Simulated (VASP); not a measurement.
Crystal: ZrB.

```
Zr B
1.0
     0.00000    2.32500    2.32500
     2.32500    0.00000    2.32500
     2.32500    2.32500    0.00000
Zr B
1 1
Direct
  0.00000 0.00000 0.00000
  0.50000 0.50000 0.50000
```

* Program: VASP 6.6.1
* Task: relaxation of cell and atoms
* Functional: LDA
* Potentials or basis: VASP PAW LDA potentials, release 64 (Zr_sv, B)
* Cutoff: 500 eV
* k mesh: 8 × 8 × 8
* Occupations: gaussian, width 0.1 eV
* Spin: no spin polarisation

At the start: pressure 26.0 GPa; volume 12.57 Å³/atom.

Task: Where does the relaxation end?

Result: Over 4 steps the energy falls by 115.3 meV/atom and the volume is 14.14 Å³/atom (+12.5 %); space group Fm-3m (No. 225, to 0.05 Å).

Step by step:
```tsv
step	energy change (eV)	largest force (eV/Å)	pressure (GPa)	volume (Å³)
1	0.0000	0.0000	25.97	25.14
2	0.1484	0.0000	-21.11	33.30
3	-0.2303	0.0000	-0.81	28.39
4	-0.2306	0.0000	-0.10	28.28
```

Final structure:
```
Zr B
1.0
     0.00000    2.41808    2.41808
     2.41808    0.00000    2.41808
     2.41808    2.41808    0.00000
Zr B
1 1
Direct
  0.00000 0.00000 0.00000
  0.50000 0.50000 0.50000
```

Caveat: the volume moved by +12 % from the deposited cell, more than functionals usually miss.
